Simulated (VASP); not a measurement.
# SeS in VASP: single point with PBE

Aim: the single point of SeS with PBE.

All numbers are computed with VASP 6.6.1; they aren't measurements. Logs are shortened: lines on timing, memory, paths and dates and some standing lists are left out, and cuts for length are marked.

## (1) The cell of the first run

The cell holds a sheet with vacuum, 2 atoms: a = 3.491 Å, b = 3.491 Å, c = 16.000 Å, α = 90.00°, β = 90.00°, γ = 120.00°.

## (2) Single point, PBE

INCAR

```
PREC = Accurate ; ENCUT = 520
EDIFF = 1E-6 ; ISMEAR = 0
SIGMA = 0.1 ; LREAL = False
LASPH = True ; NELM = 80
ALGO = Normal ; ISIF = 2
LWAVE = False ; LCHARG = False
LDIPOL = True ; IDIPOL = 3
DIPOL = 0.5 0.5 0.500 ; GGA = PE
NBANDS = 13
```

KPOINTS

```
Automatic mesh
0
Gamma
  6 6 1
```

POSCAR

```
SeS
1.0
    3.4906186600      0.0000000000      0.0000000000
   -1.7453093300      3.0229650600      0.0000000000
    0.0000000000      0.0000000000     16.0000000000
Se S
1 1
Direct
    0.6666666700      0.3333333300      0.5404139400
    0.3333333300      0.6666666700      0.4595860600
```

Potentials or basis: VASP PAW PBE potentials, release 64 (Se, S).

Run with:

```bash
cat potpaw_PBE.64/Se/POTCAR potpaw_PBE.64/S/POTCAR > POTCAR
mpirun -np 1 vasp_std > vasp.out
```

OUTCAR:

```text
PREC = Accurate
   ENCUT = 520
   EDIFF = 1E-6
   ISMEAR = 0
   LREAL = False
   LASPH = True
   NELM = 80
   ISIF = 2
   GGA = PE

 ion  position               nearest neighbor table
   1  0.667  0.333  0.540-   2 2.39   2 2.39   2 2.39
   2  0.333  0.667  0.460-   1 2.39   1 2.39   1 2.39

  LATTYP: Found a hexagonal cell.
 ALAT       =     3.4906186600
 C/A-ratio  =     4.5837146817

  Lattice vectors:

 A1 = (   3.4906186600,   0.0000000000,   0.0000000000)
 A2 = (  -1.7453093300,   3.0229650600,   0.0000000000)
 A3 = (   0.0000000000,   0.0000000000,  16.0000000000)

Analysis of symmetry for initial positions (statically):
=====================================================================
 Subroutine PRICEL returns:
 Original cell was already a primitive cell.

 Routine SETGRP: Setting up the symmetry group for a
 hexagonal supercell.

 Subroutine GETGRP returns: Found  6 space group operations
 (whereof  6 operations were pure point group operations)
 out of a pool of 24 trial point group operations.

The static configuration has the point symmetry C_3v.

Analysis of symmetry for dynamics (positions and initial velocities):
=====================================================================
 Subroutine PRICEL returns:
 Original cell was already a primitive cell.

 Routine SETGRP: Setting up the symmetry group for a
 hexagonal supercell.

 Subroutine GETGRP returns: Found  6 space group operations
 (whereof  6 operations were pure point group operations)
 out of a pool of 24 trial point group operations.

The dynamic configuration has the point symmetry C_3v.

 Subroutine INISYM returns: Found  6 space group operations
 (whereof  6 operations are pure point group operations),
 and found     1 'primitive' translations

----------------------------------------------------------------------------------------

                                     Primitive cell

  volume of cell :     168.8323

  direct lattice vectors                    reciprocal lattice vectors
     3.490618660  0.000000000  0.000000000     0.286482168  0.165400522  0.000000000
    -1.745309330  3.022965060  0.000000000     0.000000000  0.330801045  0.000000000
     0.000000000  0.000000000 16.000000000     0.000000000  0.000000000  0.062500000

  length of vectors
     3.490618660  3.490619202 16.000000000     0.330801096  0.330801045  0.062500000

  position of ions in fractional coordinates (direct lattice)
     0.666666670  0.333333330  0.540413940
     0.333333330  0.666666670  0.459586060

  ion indices of the primitive-cell ions
   primitive index   ion index
                 1           1
                 2           2

----------------------------------------------------------------------------------------

 KPOINTS: Automatic mesh

Automatic generation of k-mesh.
 Grid dimensions read from file:
 generate k-points for:    6    6    1

 Generating k-lattice:

  Cartesian coordinates                     Fractional coordinates (reciprocal lattice)
     0.047747028  0.027566754  0.000000000     0.166666667  0.000000000  0.000000000
     0.000000000  0.055133507  0.000000000     0.000000000  0.166666667  0.000000000
     0.000000000  0.000000000  0.062500000     0.000000000  0.000000000  1.000000000

  Length of vectors
     0.055133516  0.055133507  0.062500000

  Shift w.r.t. Gamma in fractional coordinates (k-lattice)
     0.000000000  0.000000000  0.000000000

 Subroutine IBZKPT returns following result:
 ===========================================

 Found      7 irreducible k-points:

 Following reciprocal coordinates:
            Coordinates               Weight
  0.000000  0.000000  0.000000      1.000000
  0.166667 -0.000000  0.000000      6.000000
  0.333333  0.000000  0.000000      6.000000
  0.500000  0.000000  0.000000      3.000000
  0.166667  0.166667  0.000000      6.000000
  0.333333  0.166667  0.000000     12.000000
  0.333333  0.333333  0.000000      2.000000
   k-points           NKPTS =      7   k-points in BZ     NKDIM =      7   number of bands    NBANDS=     13
   number of dos      NEDOS =    301   number of ions     NIONS =      2
   total plane-waves  NPLWV =  94080
   dimension x,y,z NGX =    28 NGY =   28 NGZ =  120
   dimension x,y,z NGXF=    56 NGYF=   56 NGZF=  240
   ions per type =               1   1
   NGX,Y,Z   is equivalent  to a cutoff of  13.34, 13.34, 12.47 a.u.
   NGXF,Y,Z  is equivalent  to a cutoff of  26.67, 26.67, 24.94 a.u.
 SYSTEM =  unknown system
   PREC   = accura    normal or accurate (medium, high low for compatibility)
   ISTART =      0    job   : 0-new  1-cont  2-samecut
   ICHARG =      2    charge: 1-file 2-atom 10-const
   ISPIN  =      1    spin polarized calculation?
   LNONCOLLINEAR =      F non collinear calculations
   LSORBIT =      F    spin-orbit coupling
   LASPH  =      T    aspherical Exc in radial PAW
   ENCUT  =  520.0 eV  38.22 Ry    6.18 a.u.   6.49  6.49 29.75*2*pi/ulx,y,z
   NELM   =     80;   NELMIN=  2; NELMDL= -5     # of ELM steps
   EDIFF  = 0.1E-05   stopping-criterion for ELM
   LREAL  =      F    real-space projection
   EDIFFG = 0.1E-04   stopping-criterion for IOM
   NSW    =      0    number of steps for IOM
   IBRION =     -1    ionic relax: 0-MD 1-quasi-New 2-CG
   NFREE  =      0    steps in history (QN), initial steepest desc. (CG)
   ISIF   =      2    stress and relaxation
   ISYM   =      2    0-nonsym 1-usesym 2-fastsym
   POTIM  = 0.5000    time-step for ionic-motion
   TEBEG  =    0.0;   TEEND  =   0.0 temperature during run
   PSTRESS=    0.0 pullay stress
   NELECT =      12.0000    total number of electrons
   NUPDOWN=      -1.0000    fix difference up-down
   EMIN   =  10.00;   EMAX   =-10.00  energy-range for DOS
   EFERMI =   0.00;   METHOD = LEGACY
   ISMEAR =     0;   SIGMA  =   0.10  broadening in eV -4-tet -1-fermi 0-gaus
   EFERMI_NEDOS =   21; number of points for ismear=-14 and -15
   IALGO  =     38    algorithm
   IMIX   =      4    mixing-type and parameters
     AMIX     =   0.40;   BMIX     =  1.00
     AMIX_MAG =   1.60;   BMIX_MAG =  1.00
  volume/ion in A,a.u.               =      84.42       569.67
  Fermi-wavevector in a.u.,A,eV,Ry     =   0.678136  1.281491  6.256888  0.459868
  Thomas-Fermi vector in A             =   1.755950
   LORBIT       =      0    0 simple, 1 ext, 2 COOP (PROOUT), +10 PAW based schemes
   GGA     = PE    functional components
   LHFCALC =     F    Hartree Fock is set to
   AEXX    =    0.0000 exact exchange contribution
   IVDW    =     0    specifies the selected vdW correction
   LEPSILON=     F    determine dielectric tensor
   LRPA    =     F    only Hartree local field effects (RPA)
 non-spin polarized calculation
 Gauss-broadening in eV      SIGMA  =   0.10
  energy-cutoff  :      520.00
  volume of cell :      168.83
 maximum number of plane-waves:      4619
 NGX is ok and might be reduce to    28
   NGX = 13   NGY = 13   NGZ = 59

 dipolmoment           0.000000      0.000000      0.005984 electrons x Angstroem

 number of electron      12.0000000 magnetization

 dipolmoment           0.000000      0.000000     -0.012511 electrons x Angstroem

 Free energy of the ion-electron system (eV)
  ---------------------------------------------------
  ext. energy  EPLUGINS =         0.00000000
  ---------------------------------------------------
  free energy    TOTEN  =        -5.71184506 eV

  energy without entropy =       -5.70765145  energy(sigma->0) =       -5.70974826

 E-fermi :  -1.9492     XC(G=0):  -3.2012

 val. band max:       -2.0923042440   @ k =   0.3333   0.1667   0.0000
 cond. band min:      -1.8683576982   @ k =   0.0000   0.0000   0.0000
 fundamental gap:      0.2239465458
 Fermi energy:        -1.9491641328

 k-point     1 :       0.0000    0.0000    0.0000
  band No.  band energies     occupation
      1     -19.3969      2.00000
      2     -13.1186      2.00000
      3      -5.7303      2.00000
      4      -5.7303      2.00000
      5      -5.3466      2.00000
      6      -3.5742      2.00000
      7      -1.8684      0.25313
      8      -1.8684      0.25313
      9       1.8215      0.00000
     10       2.1413      0.00000
     11       3.2867      0.00000
     12       4.3853      0.00000
     13       5.4382      0.00000

 k-point     2 :       0.1667   -0.0000    0.0000
  band No.  band energies     occupation
      1     -19.0506      2.00000
      2     -13.2786      2.00000
      3      -7.4340      2.00000
      4      -6.2463      2.00000
      5      -5.3679      2.00000
      6      -2.8686      2.00000
      7      -1.4607      0.00000
      8      -1.3756      0.00000
      9       2.2435      0.00000
     10       2.5540      0.00000
     11       3.6462      0.00000
     12       4.6207      0.00000
     13       4.9342      0.00000

 k-point     3 :       0.3333    0.0000    0.0000
  band No.  band energies     occupation
      1     -18.0871      2.00000
      2     -14.1728      2.00000
      3      -8.5328      2.00000
      4      -6.9872      2.00000
      5      -5.9466      2.00000
      6      -3.1496      2.00000
      7      -0.9524      0.00000
      8      -0.8943      0.00000
      9       3.1051      0.00000
     10       3.5326      0.00000
     11       4.3389      0.00000
     12       5.3408      0.00000
     13       5.6468      0.00000

 k-point     4 :       0.5000    0.0000    0.0000
  band No.  band energies     occupation
      1     -17.1844      2.00000
      2     -15.2045      2.00000
      3      -8.4708      2.00000
      4      -7.2812      2.00000
      5      -6.6015      2.00000
      6      -2.9106      2.00000
      7      -1.4114      0.00000
      8      -0.8092      0.00000
      9       3.0393      0.00000
     10       5.3545      0.00000
     11       5.6293      0.00000
     12       5.8257      0.00000
     13       6.2632      0.00000

 k-point     5 :       0.1667    0.1667    0.0000
  band No.  band energies     occupation
      1     -18.3875      2.00000
      2     -13.8192      2.00000
      3      -8.1711      2.00000
      4      -7.4862      2.00000
      5      -5.5863      2.00000
      6      -2.1820      1.99901
      7      -1.7353      0.00249
      8      -0.7017      0.00000
      9       2.8969      0.00000
     10       3.2486      0.00000
     11       3.9460      0.00000
     12       4.9165      0.00000
     13       5.4172      0.00000

 k-point     6 :       0.3333    0.1667    0.0000
  band No.  band energies     occupation
      1     -17.2607      2.00000
      2     -15.0201      2.00000
      3      -8.6649      2.00000
      4      -7.7842      2.00000
      5      -6.3841      2.00000
      6      -2.0923      1.95706
      7      -1.4446      0.00000
      8      -0.7551      0.00000
      9       3.4943      0.00000
     10       4.7665      0.00000
     11       5.1376      0.00000
     12       5.5062      0.00000
     13       6.1903      0.00000

 k-point     7 :       0.3333    0.3333    0.0000
  band No.  band energies     occupation
      1     -16.2994      2.00000
      2     -15.9449      2.00000
      3      -9.2676      2.00000
      4      -7.1371      2.00000
      5      -7.1177      2.00000
      6      -2.4970      2.00000
      7      -0.5986      0.00000
      8      -0.4603      0.00000
      9       4.5602      0.00000
     10       4.9649      0.00000
     11       5.2063      0.00000
     12       6.0408      0.00000
     13       7.0464      0.00000

------------------------ aborting loop because EDIFF is reached ----------------------------------------

 vacuum level on the upper side and lower side of the slab       (xc-potential included)        -0.111         0.097

  FORCE on cell =-STRESS in cart. coord.  units (eV):
  Direction    XX          YY          ZZ          XY          YZ          ZX
  --------------------------------------------------------------------------------------
  -------------------------------------------------------------------------------------
  Total        0.8154790      0.8154793      1.7828198      0.0000000      0.0000000      0.0000000
  in kB        7.7386969      7.7387001     16.9185256      0.0000000      0.0000000      0.0000000
  external PRESSURE =      10.7986408 kB  Pullay stress =       0.0000000 kB

 VOLUME and BASIS-vectors are now :
 -----------------------------------------------------------------------------
  energy-cutoff  :      520.00
  volume of cell :      168.83
      direct lattice vectors                 reciprocal lattice vectors
     3.490618660  0.000000000  0.000000000     0.286482168  0.165400522  0.000000000
    -1.745309330  3.022965060  0.000000000     0.000000000  0.330801045  0.000000000
     0.000000000  0.000000000 16.000000000     0.000000000  0.000000000  0.062500000

 POSITION                                       TOTAL-FORCE (eV/Angst)
 -----------------------------------------------------------------------------------
      1.74531      1.00766      8.64662         0.000000      0.000000      1.384458
     -0.00000      2.01531      7.35338        -0.000000      0.000000     -1.384458
 -----------------------------------------------------------------------------------
    total drift:                                0.000004     -0.000001     -0.000582

  FREE ENERGIE OF THE ION-ELECTRON SYSTEM (eV)
  ---------------------------------------------------
  free  energy   TOTEN  =        -5.7118450629 eV

  energy  without entropy=       -5.7076514494  energy(sigma->0) =       -5.70974826

 vacuum level on the upper side and lower side of the slab         2.427         2.641
```

Run time: 22 s. Hardware: 1 thread of Intel Xeon 6975P-C (Granite Rapids), shared host; peak memory 0.27 GiB.

What came out:

```
Free energy            : -5.7118 eV
Largest force          : 1.384 eV/Å
Band gap on the k mesh : 0.22 eV, indirect (least direct gap 0.45 eV)
```

Forces on the atoms (eV/Å):
```
Se   0.000  0.000  1.384
S    0.000  0.000 -1.384
```
